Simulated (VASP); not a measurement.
BeH:

```xyz
8
Lattice="5.1106 0.0000 0.0000 0.0000 3.0179 0.0000 0.0000 0.0000 3.9651" Properties=species:S:1:pos:R:3 pbc="T T T"
Be    0.9046    0.7545    0.5313
Be    1.6507    2.2634    2.5139
Be    3.4599    0.7545    1.4512
Be    4.2060    2.2634    3.4338
H     0.2044    0.7545    2.4980
H     2.3509    2.2634    0.5155
H     2.7597    0.7545    3.4497
H     4.9062    2.2634    1.4671
```

* Program: VASP 6.6.1
* Task: relaxation of cell and atoms
* Functional: PBE
* Potentials or basis: VASP PAW PBE potentials, release 64 (Be, H)
* Cutoff: 600 eV
* k mesh: 4 × 6 × 4
* Occupations: gaussian, width 0.1 eV
* Spin: no spin polarisation

At the start: pressure -19.7 GPa; volume 7.64 Å³/atom.

Task: Where does the relaxation end?

Result: Over 43 steps the energy falls by 477.7 meV/atom and the volume is 6.79 Å³/atom (-11.2 %); space group Pnma (No. 62, to 0.1 Å) before and after.

Step by step:
| step | energy change (eV) | largest force (eV/Å) | pressure (GPa) | volume (Å³) |
| --- | --- | --- | --- | --- |
| 1 | 0.0000 | 0.3516 | -19.70 | 61.15 |
| 3 | -1.3193 | 0.3515 | -3.61 | 46.60 |
| 5 | -1.3506 | 0.3576 | 1.09 | 44.53 |
| 7 | -1.5670 | 0.5170 | 2.43 | 44.09 |
| 9 | -1.9047 | 0.6310 | 14.36 | 41.77 |
| 11 | -2.0045 | 0.4897 | 10.64 | 42.43 |
| 13 | -2.3470 | 0.5158 | 10.31 | 43.95 |
| 15 | -2.3806 | 0.6283 | 11.07 | 44.39 |
| 17 | -2.8349 | 0.5920 | 0.04 | 49.18 |
| 19 | -2.8509 | 0.6004 | -1.77 | 50.56 |
| 21 | -3.1583 | 0.3615 | -1.45 | 49.50 |
| 23 | -3.2225 | 0.3754 | 0.11 | 48.60 |
| 25 | -3.4481 | 0.2020 | 4.62 | 47.96 |
| 27 | -3.4517 | 0.3486 | 6.00 | 47.84 |
| 29 | -3.6091 | 0.3790 | 3.66 | 49.63 |
| 31 | -3.6247 | 0.4890 | 2.29 | 50.83 |
| 33 | -3.6863 | 0.3830 | 1.41 | 51.18 |
| 35 | -3.7732 | 0.2984 | 0.05 | 52.86 |
| 37 | -3.7860 | 0.2662 | 0.88 | 53.02 |
| 39 | -3.8117 | 0.0932 | 0.97 | 53.68 |
| 41 | -3.8163 | 0.0646 | -0.45 | 54.40 |
| 43 | -3.8220 | 0.0382 | -0.23 | 54.31 |

Final structure:
```
CELL_PARAMETERS angstrom
7.16255 0.00000 0.00000
0.00000 2.13855 0.00000
0.00000 0.00000 3.54542
ATOMIC_POSITIONS crystal
Be 0.13951 0.25000 0.07361
Be 0.36049 0.75000 0.57361
Be 0.63951 0.25000 0.42639
Be 0.86049 0.75000 0.92639
H 0.98225 0.25000 0.74490
H 0.51775 0.75000 0.24490
H 0.48225 0.25000 0.75510
H 0.01775 0.75000 0.25510
```

Caveat: the k points lie up to 0.49 Å⁻¹ apart in the final cell, too coarse for converged energies and pressures of a metal; a cell axis changed by over 15 % at a fixed basis, so the end point is rough.
